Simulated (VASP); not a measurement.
SnS2:

```
Sn S
1.0
     3.53141    0.00000    0.00000
    -1.76570    3.05829    0.00000
     0.00000    0.00000    5.34854
Sn S
1 2
Direct
  0.00000 0.00000 0.00000
  0.66667 0.33333 0.72870
  0.33333 0.66667 0.27130
```

| Property | Result |
| --- | --- |
| Program | VASP 6.6.1 |
| Task | relaxation of the atoms |
| Functional | PBE |
| Potentials or basis | VASP PAW PBE potentials, release 64 (Sn_d, S) |
| Cutoff | 450 eV |
| k mesh | 14 × 14 × 8 |
| Occupations | fermi-dirac, width 0.02 eV |
| Spin | no spin polarisation |

At the start: pressure 15.1 GPa; volume 19.25 Å³/atom.

Task: Where does the relaxation end?

Result: Over 3 steps the energy falls by 8.5 meV/atom at a fixed cell; space group P-3m1 (No. 164, to 0.1 Å) before and after.

Step by step:
```csv
step,energy change (eV),largest force (eV/Å),pressure (GPa)
1,0.0000,0.6103,15.09
2,-0.0232,0.1821,13.41
3,-0.0255,0.0028,12.70
```

Final structure:
```cif
data_structure
_symmetry_space_group_name_H-M 'P 1'
_symmetry_Int_Tables_number 1
_cell_length_a 3.5314
_cell_length_b 3.5314
_cell_length_c 5.3485
_cell_angle_alpha 90.000
_cell_angle_beta 90.000
_cell_angle_gamma 120.000
_cell_volume 57.76
loop_
_atom_site_label
_atom_site_type_symbol
_atom_site_fract_x
_atom_site_fract_y
_atom_site_fract_z
_atom_site_occupancy
Sn1 Sn 0.00000 0.00000 0.00000 1
S1 S 0.66667 0.33333 0.72074 1
S2 S 0.33333 0.66667 0.27926 1
```
